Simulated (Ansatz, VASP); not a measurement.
One calculation of Re, two programs

```xyz
4
Lattice="2.7290 0.0000 0.0000 -1.3645 2.3634 0.0000 0.0000 0.0000 8.8180" Properties=species:S:1:pos:R:3 pbc="T T T"
Re    1.3645    0.7878    6.6135
Re    0.0000    0.0000    4.4090
Re    0.0000    1.5756    2.2045
Re    0.0000    0.0000    0.0000
```

Alike in both runs: task single point; functional PBEsol; k mesh 11 × 11 × 3; occupations fermi-dirac, width 0.05 eV; no spin polarisation.

|  | VASP | Ansatz |
| --- | --- | --- |
| version | VASP 6.6.1 | Ansatz 0.2.0 |
| potentials or method | VASP PAW PBE potentials, release 64 (Re) | Ansatz PAW |
| plane-wave cutoff (eV) | 520 | 420 |
| valence electrons in the cell | 28 | 60 |

```tsv
	VASP	Ansatz	Ansatz less VASP
gap on the k mesh at the Fermi level (eV)	none	none	-
pressure (GPa)	9.7	9.4	-0.33
traceless stress, the component that is largest in VASP (GPa)	0.13	0.13	+0.001
```

VASP's potentials were made for PBE, not for PBEsol. A gap of «none» marks a metal or a gap that the smearing closes. With one functional, cell and mesh, what is left measures potentials, basis and numerics. VASP's potentials hold 28 valence electrons a cell and Ansatz's 60, so a difference there can come from the potentials and not from the codes.

Spin-orbit coupling is off throughout.
